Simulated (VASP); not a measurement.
Si2Mo, 3 atoms in the cell. Symmetry: I4/mmm, No. 139, tetragonal system. The conventional cell has a = 3.280 Å, b = 3.280 Å, c = 7.398 Å, α = 90.00°, β = 90.00°, γ = 90.00°. Si (site symmetry 4mm) has 9 Si at 2.44 to 3.28 Å and 5 Mo at 2.48 to 2.62 Å within 3.3 Å. Within 3.3 Å of Mo (site symmetry 4/mmm) lie 10 Si at 2.48 to 2.62 Å and 4 Mo at 3.28 Å.  This cell differs from its parent crystal: ratio of the length along z to the lengths across it x 0.92, volume and fractional coordinates fixed.

```yaml
Program: VASP 6.6.1
Task: single point
Functional: PBEsol
Potentials_or_basis: VASP PAW PBE potentials, release 64 (Si, Mo_sv)
Cutoff: 520 eV
k_mesh: 24 × 24 × 24
Occupations: gaussian, width 0.15 eV
Spin: no spin polarisation
Dipole_correction: no
Further_INCAR_settings: ALGO = Normal; EDIFF = 1e-07; NBANDS = 18
```

Potentials or basis: VASP PAW PBE potentials, release 64 (Si, Mo_sv).

Command:

```sh
$ cat potpaw_PBE.64/Si/POTCAR potpaw_PBE.64/Mo_sv/POTCAR > POTCAR
$ mpirun -np 1 vasp_std > vasp.out
```

Hardware: 1 thread of Intel(R) Xeon(R) 6975P-C (Granite Rapids) (shared host).

How long does it take, and how much memory?

Run time: 3.6 min on 1 thread of Intel(R) Xeon(R) 6975P-C (Granite Rapids), on a shared host, peak memory 0.76 GiB. Counts: scf iterations 13, k points 1063.
